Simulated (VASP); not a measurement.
# NbN (Fm-3m) in VASP: notebook, part 2 of 2

VASP 6.6.1.

### Step 3. Relaxation of cell and atoms, LDA

This run uses another cell than the first one, of 10.58 Å³/atom.

Input file INCAR:

```
SYSTEM = NbN
  PREC = Accurate
  ENCUT = 600
  EDIFF = 1E-7
  ISMEAR = 0
  SIGMA = 0.1
  LREAL = .False.
  LASPH = .True.
  NELM = 120
  ALGO = Normal
  ISIF = 3
  LWAVE = .False.
  LCHARG = .False.
  IBRION = 2
  NSW = 100
  EDIFFG = -0.002
  GGA_COMPAT = .False.
  NELMIN = 4
```

Input file KPOINTS:

```
regular mesh
0
Gamma
  16 16 16
  0 0 0
```

Input file POSCAR:

```
NbN
1.0
    0.0000000000      2.1950000000      2.1950000000
    2.1950000000      0.0000000000      2.1950000000
    2.1950000000      2.1950000000      0.0000000000
Nb N
1 1
Direct
    0.0000000000      0.0000000000      0.0000000000
    0.5000000000      0.5000000000      0.5000000000
```

Potentials or basis: VASP PAW LDA potentials, release 64 (Nb_sv, N).

The run is started by

```bash
$ cat potpaw_LDA.64/Nb_sv/POTCAR potpaw_LDA.64/N/POTCAR > POTCAR
$ mpirun -np 1 vasp_std > vasp.out
```

OUTCAR:

```text
SYSTEM = NbN
   PREC = Accurate
   ENCUT = 600
   EDIFF = 1E-7
   ISMEAR = 0
   LREAL = .False.
   LASPH = .True.
   NELM = 120
   ISIF = 3
   IBRION = 2
   NSW = 100
   EDIFFG = -0.002
   NELMIN = 4

 ion  position               nearest neighbor table
   1  0.000  0.000  0.000-   2 2.19   2 2.19   2 2.19   2 2.19   2 2.19   2 2.19
   2  0.500  0.500  0.500-   1 2.19   1 2.19   1 2.19   1 2.19   1 2.19   1 2.19

  LATTYP: Found a face centered cubic cell.
 ALAT       =     4.3900000000

  Lattice vectors:

 A1 = (   0.0000000000,   2.1950000000,   2.1950000000)
 A2 = (   2.1950000000,   0.0000000000,   2.1950000000)
 A3 = (   2.1950000000,   2.1950000000,   0.0000000000)

Analysis of symmetry for initial positions (statically):
=====================================================================
 Subroutine PRICEL returns:
 Original cell was already a primitive cell.

 Routine SETGRP: Setting up the symmetry group for a
 face centered cubic supercell.

 Subroutine GETGRP returns: Found 48 space group operations
 (whereof 48 operations were pure point group operations)
 out of a pool of 48 trial point group operations.

The static configuration has the point symmetry O_h .

Analysis of symmetry for dynamics (positions and initial velocities):
=====================================================================
 Subroutine PRICEL returns:
 Original cell was already a primitive cell.

 Routine SETGRP: Setting up the symmetry group for a
 face centered cubic supercell.

 Subroutine GETGRP returns: Found 48 space group operations
 (whereof 48 operations were pure point group operations)
 out of a pool of 48 trial point group operations.

The dynamic configuration has the point symmetry O_h .

 Subroutine INISYM returns: Found 48 space group operations
 (whereof 48 operations are pure point group operations),
 and found     1 'primitive' translations

----------------------------------------------------------------------------------------

                                     Primitive cell

  volume of cell :      21.1511

  direct lattice vectors                    reciprocal lattice vectors
     0.000000000  2.195000000  2.195000000    -0.227790433  0.227790433  0.227790433
     2.195000000  0.000000000  2.195000000     0.227790433 -0.227790433  0.227790433
     2.195000000  2.195000000  0.000000000     0.227790433  0.227790433 -0.227790433

  length of vectors
     3.104198769  3.104198769  3.104198769     0.394544603  0.394544603  0.394544603

  position of ions in fractional coordinates (direct lattice)
     0.000000000  0.000000000  0.000000000
     0.500000000  0.500000000  0.500000000

  ion indices of the primitive-cell ions
   primitive index   ion index
                 1           1
                 2           2

----------------------------------------------------------------------------------------

 KPOINTS: regular mesh

Automatic generation of k-mesh.
 Grid dimensions read from file:
 generate k-points for:   16   16   16

 Generating k-lattice:

  Cartesian coordinates                     Fractional coordinates (reciprocal lattice)
[... 47 lines left out ...]
   ions per type =               1   1
   NGX,Y,Z   is equivalent  to a cutoff of  15.00, 15.00, 15.00 a.u.
   NGXF,Y,Z  is equivalent  to a cutoff of  29.99, 29.99, 29.99 a.u.
 SYSTEM =  NbN
   PREC   = accura    normal or accurate (medium, high low for compatibility)
   ISTART =      0    job   : 0-new  1-cont  2-samecut
   ICHARG =      2    charge: 1-file 2-atom 10-const
   ISPIN  =      1    spin polarized calculation?
   LNONCOLLINEAR =      F non collinear calculations
   LSORBIT =      F    spin-orbit coupling
   LASPH  =      T    aspherical Exc in radial PAW
   ENCUT  =  600.0 eV  44.10 Ry    6.64 a.u.   6.20  6.20  6.20*2*pi/ulx,y,z
   NELM   =    120;   NELMIN=  4; NELMDL= -5     # of ELM steps
   EDIFF  = 0.1E-06   stopping-criterion for ELM
   LREAL  =      F    real-space projection
   EDIFFG = -.2E-02   stopping-criterion for IOM
   NSW    =    100    number of steps for IOM
   IBRION =      2    ionic relax: 0-MD 1-quasi-New 2-CG
   NFREE  =      1    steps in history (QN), initial steepest desc. (CG)
   ISIF   =      3    stress and relaxation
   ISYM   =      2    0-nonsym 1-usesym 2-fastsym
   POTIM  = 0.5000    time-step for ionic-motion
   TEBEG  =    0.0;   TEEND  =   0.0 temperature during run
   PSTRESS=    0.0 pullay stress
   NELECT =      18.0000    total number of electrons
   NUPDOWN=      -1.0000    fix difference up-down
   EMIN   =  10.00;   EMAX   =-10.00  energy-range for DOS
   EFERMI =   0.00;   METHOD = LEGACY
   ISMEAR =     0;   SIGMA  =   0.10  broadening in eV -4-tet -1-fermi 0-gaus
   EFERMI_NEDOS =   21; number of points for ismear=-14 and -15
   IALGO  =     38    algorithm
   IMIX   =      4    mixing-type and parameters
     AMIX     =   0.40;   BMIX     =  1.00
     AMIX_MAG =   1.60;   BMIX_MAG =  1.00
  volume/ion in A,a.u.               =      10.58        71.37
  Fermi-wavevector in a.u.,A,eV,Ry     =   1.551391  2.931703 32.746674  2.406813
  Thomas-Fermi vector in A             =   2.655917
   LORBIT       =      0    0 simple, 1 ext, 2 COOP (PROOUT), +10 PAW based schemes
   GGA     = CA    functional components
   LHFCALC =     F    Hartree Fock is set to
   AEXX    =    0.0000 exact exchange contribution
   IVDW    =     0    specifies the selected vdW correction
   LEPSILON=     F    determine dielectric tensor
   LRPA    =     F    only Hartree local field effects (RPA)
 conjugate gradient relaxation of ions
 non-spin polarized calculation
 Gauss-broadening in eV      SIGMA  =   0.10
  energy-cutoff  :      600.00
  volume of cell :       21.15
 maximum number of plane-waves:       725
 NGX is ok and might be reduce to    28
   NGX = 13   NGY = 13   NGZ = 13

--------------------------------------- Ionic step        1  -------------------------------------------

 number of electron      18.0000000 magnetization

 Free energy of the ion-electron system (eV)
  ---------------------------------------------------
  ext. energy  EPLUGINS =         0.00000000
  ---------------------------------------------------
  free energy    TOTEN  =       -22.83206249 eV

  energy without entropy =      -22.82587966  energy(sigma->0) =      -22.82897108

------------------------ aborting loop because EDIFF is reached ----------------------------------------

  FORCE on cell =-STRESS in cart. coord.  units (eV):
  Direction    XX          YY          ZZ          XY          YZ          ZX
  --------------------------------------------------------------------------------------
  -------------------------------------------------------------------------------------
  Total       -1.0376183     -1.0376183     -1.0376183      0.0000000      0.0000000     -0.0000000
  in kB      -78.5985647    -78.5985647    -78.5985647      0.0000000      0.0000000     -0.0000000
  external PRESSURE =     -78.5985647 kB  Pullay stress =       0.0000000 kB
[... 95 lines left out ...]
--------------------------------------- Ionic step        4  -------------------------------------------

 number of electron      17.9999999 magnetization

 Free energy of the ion-electron system (eV)
  ---------------------------------------------------
  ext. energy  EPLUGINS =         0.00000000
  ---------------------------------------------------
  free energy    TOTEN  =       -22.84441899 eV

  energy without entropy =      -22.83838739  energy(sigma->0) =      -22.84140319

 E-fermi :  14.2204     XC(G=0): -13.7807

 val. band max:       14.2168111198   @ k =  -0.2500   0.3750   0.1250
 cond. band min:      14.2426933789   @ k =  -0.3125   0.0625   0.0000
 fundamental gap:      0.0258822591
 Fermi energy:        14.2204162517

 k-point     1 :       0.0000    0.0000    0.0000
  band No.  band energies     occupation
      1     -41.8464      2.00000
      2     -17.6341      2.00000
      3     -17.6341      2.00000
      4     -17.6341      2.00000
      5      -3.3518      2.00000
      6      10.8140      2.00000
      7      10.8140      2.00000
      8      10.8140      2.00000
      9      12.1152      2.00000
     10      12.1152      2.00000
     11      12.1152      2.00000
     12      14.0313      1.99251
     13      14.0313      1.99251
[... 354 lines left out ...]
  band No.  band energies     occupation
      1     -41.8310      2.00000
      2     -17.7515      2.00000
      3     -17.6637      2.00000
      4     -17.6357      2.00000
      5      -3.1111      2.00000
      6       9.6638      2.00000
      7       9.8364      2.00000
      8      10.2244      2.00000
      9      12.2756      2.00000
     10      12.5823      2.00000
     11      12.8167      2.00000
     12      14.5615      0.00000
     13      15.3817      0.00000

 [... further k-points ...]
[... 5 lines left out ...]
  --------------------------------------------------------------------------------------
  -------------------------------------------------------------------------------------
  Total        0.0020254      0.0020254      0.0020254     -0.0000000     -0.0000000      0.0000000
  in kB        0.1570932      0.1570932      0.1570932     -0.0000000     -0.0000000      0.0000000
  external PRESSURE =       0.1570932 kB  Pullay stress =       0.0000000 kB
[... 17 lines left out ...]
  FREE ENERGIE OF THE ION-ELECTRON SYSTEM (eV)
  ---------------------------------------------------
  free  energy   TOTEN  =       -22.8444189947 eV

  energy  without entropy=      -22.8383873942  energy(sigma->0) =      -22.84140319

 reached required accuracy - stopping structural energy minimisation
```

OSZICAR:

```text
N       E                     dE             d eps       ncg     rms          rms(c)
DAV:   1     0.200717975070E+03    0.20072E+03   -0.11199E+04  3778   0.164E+03
DAV:   2    -0.123904695292E+02   -0.21311E+03   -0.20525E+03  4397   0.562E+02
[... 38 lines left out ...]
DAV:   1    -0.228444461328E+02   -0.31233E-04   -0.10021E-03  3910   0.519E-01    0.435E-02
DAV:   2    -0.228444232849E+02    0.22848E-04   -0.69252E-05  5028   0.131E-01    0.159E-02
DAV:   3    -0.228444181441E+02    0.51408E-05   -0.28046E-05  6918   0.604E-02    0.719E-03
DAV:   4    -0.228444185552E+02   -0.41118E-06   -0.77203E-07  4948   0.894E-03    0.405E-03
DAV:   5    -0.228444189593E+02   -0.40409E-06   -0.97799E-07  6253   0.582E-03    0.126E-03
DAV:   6    -0.228444189947E+02   -0.35429E-07   -0.55200E-08  2151   0.389E-03
   4 F= -.22844419E+02 E0= -.22841403E+02  d E =-.123565E-01
```

It took 5 min on 1 thread of Intel Xeon 8259CL, shared host; peak memory 0.19 GiB.

Results:

```
Free energy                           : -22.8444 eV
Relaxed volume                        : 10.33 Å³/atom
Relaxed cell                          : a = 3.080 Å, b = 3.080 Å, c = 3.080 Å, α = 60.00°, β = 60.00°, γ = 60.00°
Space group after relaxing (to 0.1 Å) : Fm-3m (No. 225)
Energy gained by relaxing             : 6.2 meV/atom
Ionic steps                           : 4
Pressure after relaxing               : 0.0 GPa
```

Step by step:
| step | energy change (eV) | largest force (eV/Å) | pressure (GPa) | volume (Å³) |
| --- | --- | --- | --- | --- |
| 1 | 0.0000 | 0.0000 | -7.86 | 21.15 |
| 2 | 0.0522 | 0.0000 | 20.57 | 19.60 |
| 3 | -0.0124 | 0.0000 | -0.15 | 20.67 |
| 4 | -0.0124 | 0.0000 | 0.02 | 20.66 |

Final structure:
```
Nb N
1.0
     0.00000    2.17775    2.17775
     2.17775    0.00000    2.17775
     2.17775    2.17775    0.00000
Nb N
1 1
Direct
  0.00000 0.00000 0.00000
  0.50000 0.50000 0.50000
```

Caveat: the highest band is partly filled, so the run has too few bands.
